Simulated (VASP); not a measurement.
Set up this calculation in VASP 6.6.1, as the native input.

- Task: single point
- Functional: PBE
- Potentials or basis: VASP PAW PBE potentials, release 64 (Hg, Pt)
- Cutoff: 520 eV
- k mesh: 6 × 6 × 6
- Occupations: fermi-dirac, width 0.05 eV
- Spin: no spin polarisation
- Dipole correction: no
- Further INCAR settings: ALGO = Fast; EDIFF = 1e-07; NBANDS = 31

The structure of Hg3Pt lies in POSCAR:

```
Hg3Pt
1.0
    4.3442210000      0.0000000000      0.0000000000
    0.0000000000      4.3442210000      0.0000000000
    0.0000000000      0.0000000000      4.3442210000
Hg Pt
3 1
Direct
    0.4965820000      0.5080420000     -0.0013130000
    0.4908130000      0.0070880000      0.4965770000
    0.0025860000      0.4971790000      0.4990580000
    0.0031350000     -0.0019690000     -0.0127810000
```

This cell differs from its parent crystal: atoms moved at random.

These files were run (other wordings do the same):

INCAR

```
PREC     = Accurate       # precision mode
ENCUT    = 520            # plane-wave cutoff, eV
EDIFF    = 1E-7           # SCF threshold, eV
ISMEAR   = -1             # smearing method
SIGMA    = 0.05           # smearing width, eV
LREAL    = False          # projectors in reciprocal space
LASPH    = True           # aspherical terms in the spheres
NELM     = 80             # most SCF steps
ALGO     = Fast           # electronic algorithm
ISIF     = 2              # what is computed and relaxed
LWAVE    = False          # write WAVECAR
LCHARG   = False          # write CHGCAR
GGA      = PE             # functional
NBANDS   = 31             # bands
```

KPOINTS

```
regular mesh
0
Gamma
  6 6 6
```

Potentials or basis: VASP PAW PBE potentials, release 64 (Hg, Pt).

Command:

```console
$ cat potpaw_PBE.64/Hg/POTCAR potpaw_PBE.64/Pt/POTCAR > POTCAR
$ mpirun -np 1 vasp_std > vasp.out
```

It gave:

| Item | Value |
| --- | --- |
| Pressure | -0.6 GPa |
| Largest force | 0.231 eV/Å |
| Band gap on the k mesh | zero (bands 23 and 24 overlap by 2.71 eV) |

Caveat: the cell differs from its parent crystal (atoms moved at random); spin-orbit coupling is left out, which moves the levels of the heavy elements.

Run time: 64 s on 1 thread of Intel(R) Xeon(R) 6975P-C (Granite Rapids), with other jobs on the host, peak memory 0.36 GiB.
